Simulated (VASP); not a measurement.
A run of VASP 6.6.1:

INCAR

```
PREC     = Accurate       # precision mode
ENCUT    = 600            # plane-wave cutoff, eV
EDIFF    = 1E-6           # SCF threshold, eV
ISMEAR   = -1             # smearing method
SIGMA    = 0.05           # smearing width, eV
LREAL    = False          # projectors in reciprocal space
LASPH    = True           # aspherical terms in the spheres
NELM     = 60             # most SCF steps
ALGO     = Normal         # electronic algorithm
ISIF     = 3              # what is computed and relaxed
LWAVE    = False          # write WAVECAR
LCHARG   = False          # write CHGCAR
GGA      = PS             # functional
IBRION   = 2              # ionic algorithm
NSW      = 60             # ionic steps
EDIFFG   = -0.005         # ionic threshold
```

File KPOINTS:

```
Automatic mesh
0
Gamma
  23 23 23
```

POSCAR

```
Be
1.0
    0.0000000000      1.5766799912      1.5766799912
    1.5766799912      0.0000000000      1.5766799912
    1.5766799912      1.5766799912      0.0000000000
Be
1
Direct
    0.0000000000      0.0000000000      0.0000000000
```

Potentials or basis: VASP PAW PBE potentials, release 64 (Be).

Command:

```console
$ cat potpaw_PBE.64/Be/POTCAR > POTCAR
$ mpirun -np 1 vasp_std > vasp.out
```

Hardware: 1 thread of Intel(R) Xeon(R) Platinum 8488C (Sapphire Rapids) (shared host).

How long does it take, and how much memory?

It took 8.3 s on 1 thread of Intel(R) Xeon(R) Platinum 8488C (Sapphire Rapids), on a shared host, peak memory 0.12 GiB. Counts: scf iterations 11, k points 364, ion steps 2.
